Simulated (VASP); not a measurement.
Write the native input for VASP 6.6.1 that does the following.

* Task: single point
* Functional: PBE
* Potentials or basis: VASP PAW PBE potentials, release 64 (Be, Te)
* Cutoff: 520 eV
* k mesh: 8 × 8 × 8
* Occupations: fermi-dirac, width 0.02 eV
* Spin: no spin polarisation
* Dipole correction: no
* Further INCAR settings: ALGO = Normal; EDIFF = 1e-07; NBANDS = 11

The structure of BeTe lies in POSCAR:

```
BeTe
1.0
    0.0000000000      2.7550794143      2.8828032604
    2.7550794143      0.0000000000      2.8828032604
    2.7550794143      2.7550794143      0.0000000000
Be Te
1 1
Direct
    0.0000000000      0.0000000000      0.0000000000
    0.2500000000      0.2500000000      0.2500000000
```

This cell differs from its parent crystal: epitaxial xy strain -2.6%.

The input as run:

INCAR

```
  ALGO = Normal
  EDIFF = 1E-7
  ENCUT = 520
  GGA = PE
  ISIF = 2
  ISMEAR = -1
  LASPH = T
  LCHARG = F
  LREAL = F
  LWAVE = F
  NBANDS = 11
  NELM = 100
  PREC = Accurate
  SIGMA = 0.02
```

KPOINTS

```
k-points
0
Gamma
  8 8 8
```

Potentials or basis: VASP PAW PBE potentials, release 64 (Be, Te).

Launch:

```console
$ cat potpaw_PBE.64/Be/POTCAR potpaw_PBE.64/Te/POTCAR > POTCAR
$ mpirun -np 1 vasp_std > vasp.out
```

It gave:

| Property | Result |
| --- | --- |
| Pressure | 2.4 GPa |
| Band gap on the k mesh | 1.73 eV (least direct gap 3.48 eV) |

Caveat: the cell differs from its parent crystal (epitaxial xy strain -2.6%); spin-orbit coupling is left out, which moves the levels of the heavy elements.

Run time: 24 s on 1 thread of Intel(R) Xeon(R) Platinum 8259CL CPU @ 2.50GHz (Skylake/Cascade Lake), with other jobs on the host, peak memory 0.18 GiB.
